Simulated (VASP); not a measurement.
The system is Si8Ni4B (a cell with a defect).

```
CELL_PARAMETERS angstrom
5.44288 0.00000 0.00000
0.00000 5.44288 0.00000
0.00000 0.00000 5.44288
ATOMIC_POSITIONS crystal
Si 0.19880 0.29260 0.29291
Si 0.25313 0.74900 0.74943
Si 0.74185 0.23769 0.74986
Si 0.74219 0.74908 0.23845
Si 0.24550 0.24585 0.73846
Si 0.24530 0.73805 0.24644
Si 0.75322 0.24578 0.24618
Si 0.72373 0.76758 0.76799
Ni 0.01479 0.99758 0.99804
Ni 0.96855 0.52209 0.52299
Ni 0.49367 0.99756 0.47700
Ni 0.49365 0.47691 0.99804
B 0.40365 0.08796 0.08816
```

Base run:

| Property | Result |
| --- | --- |
| Program | VASP 6.6.1 |
| Functional | PBE |
| Potentials or basis | VASP PAW PBE potentials, release 64 (Si, Ni, B) |
| Cutoff | 520 eV |
| k mesh | 6 × 6 × 6 |
| Occupations | methfessel-paxton, width 0.1 eV |
| Spin | no spin polarisation |

Its results: band gap on the k mesh zero (an odd number of electrons rules out a gap without spin polarisation); pressure 8.2 GPa; largest force 0.187 eV/Å.

**Question.** The run is repeated on the same cell with these changes: functional from PBE to PBEsol; k mesh from 6 × 6 × 6 to 3 × 3 × 3. What comes out?

**Answer.** Band gap on the k mesh zero (an odd number of electrons rules out a gap without spin polarisation); pressure 3.1 GPa; largest force 0.045 eV/Å.

Several settings changed at once.

Caveats: some runs use coarse meshes; the PAW data sets were made with another functional, which shifts forces and pressure a little (at least some runs).
